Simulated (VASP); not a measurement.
Wanted: the native input for a VASP 6.6.1 run.

- Task: single point
- Functional: PBE
- Potentials or basis: VASP PAW PBE potentials, release 64 (Mg)
- Cutoff: 520 eV
- k mesh: 11 × 11 × 6
- Occupations: gaussian, width 0.2 eV
- Spin: no spin polarisation
- Dipole correction: no
- Further INCAR settings: ALGO = Normal; EDIFF = 1e-06; NBANDS = 9

The structure of Mg lies in POSCAR:

```
Mg
1.0
    3.1953117277      0.0000000000      0.0000000000
   -1.5976558638      2.7672211292      0.0000000000
    0.0000000000      0.0000000000      5.1879445283
Mg
2
Direct
    0.3333333333      0.6666666667      0.2500000000
    0.6666666667      0.3333333333      0.7500000000
```

These files were run (other wordings do the same):

INCAR

```
SYSTEM = Mg
PREC     = Accurate       ! precision mode
ENCUT    = 520            ! plane-wave cutoff, eV
EDIFF    = 1E-6           ! SCF threshold, eV
ISMEAR   = 0              ! smearing method
SIGMA    = 0.2            ! smearing width, eV
LREAL    = .FALSE.        ! projectors in reciprocal space
LASPH    = .TRUE.         ! aspherical terms in the spheres
NELM     = 60             ! most SCF steps
ALGO     = Normal         ! electronic algorithm
ISIF     = 2              ! what is computed and relaxed
LWAVE    = .FALSE.        ! write WAVECAR
LCHARG   = .FALSE.        ! write CHGCAR
GGA      = PE             ! functional
NBANDS   = 9              ! bands
```

KPOINTS

```
Automatic mesh
0
G
  11 11 6
  0 0 0
```

Potentials or basis: VASP PAW PBE potentials, release 64 (Mg).

The run is started by

```console
$ cat potpaw_PBE.64/Mg/POTCAR > POTCAR
$ mpirun -np 1 vasp_std > vasp.out
```

It gave:

- Pressure: -0.1 GPa
- Band gap on the k mesh: zero (band 2 reaches 3.51 eV, above the bottom of band 3 at 1.40 eV)

Wall time 30 s on 1 thread of AMD EPYC 7R13, on a shared host, peak memory 0.14 GiB.
